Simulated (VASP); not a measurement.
Set up this calculation in VASP 6.6.1, as the native input.

```yaml
Task: single point
Functional: PBE
Potentials_or_basis: VASP PAW PBE potentials, release 64 (Cd, Se)
Cutoff: 520 eV
k_mesh: 12 × 12 × 6
Occupations: gaussian, width 0.02 eV
Spin: no spin polarisation
Dipole_correction: no
Further_INCAR_settings: ALGO = Normal; EDIFF = 1e-07; NBANDS = 26
```

The structure of CdSe lies in POSCAR:

```
CdSe
1.0
    4.3837935973      0.0000000000      0.0000000000
   -2.1918967987      3.7964766202      0.0000000000
    0.0000000000      0.0000000000      7.1529442853
Cd Se
2 2
Direct
    0.6666666667      0.3333333333     -0.0003824326
    0.3333333333      0.6666666667      0.4996175674
    0.6666666667      0.3333333333      0.3753824326
    0.3333333333      0.6666666667      0.8753824326
```

One way to write it, as run:

INCAR

```
SYSTEM = CdSe
PREC     = Accurate       ! precision mode
ENCUT    = 520            ! plane-wave cutoff, eV
EDIFF    = 1E-7           ! SCF threshold, eV
ISMEAR   = 0              ! smearing method
SIGMA    = 0.02           ! smearing width, eV
LREAL    = .FALSE.        ! projectors in reciprocal space
LASPH    = .TRUE.         ! aspherical terms in the spheres
NELM     = 100            ! most SCF steps
ALGO     = Normal         ! electronic algorithm
ISIF     = 2              ! what is computed and relaxed
LWAVE    = .FALSE.        ! write WAVECAR
LCHARG   = .TRUE.         ! write CHGCAR
GGA      = PE             ! functional
LELF     = .TRUE.         ! ELF
LVHAR    = .TRUE.       
NBANDS   = 26             ! bands
```

KPOINTS

```
Automatic mesh
0
G
  12 12 6
  0 0 0
```

Potentials or basis: VASP PAW PBE potentials, release 64 (Cd, Se).

Run with:

```bash
$ cat potpaw_PBE.64/Cd/POTCAR potpaw_PBE.64/Se/POTCAR > POTCAR
$ mpirun -np 1 vasp_std > vasp.out
```

It gave:

```json
{
 "Pressure": "0.2 GPa",
 "Band gap on the k mesh": "0.54 eV, direct"
}
```

Wall time 4.1 min on 1 thread of Intel(R) Xeon(R) Platinum 8488C (Sapphire Rapids), with other jobs on the host, peak memory 0.38 GiB.
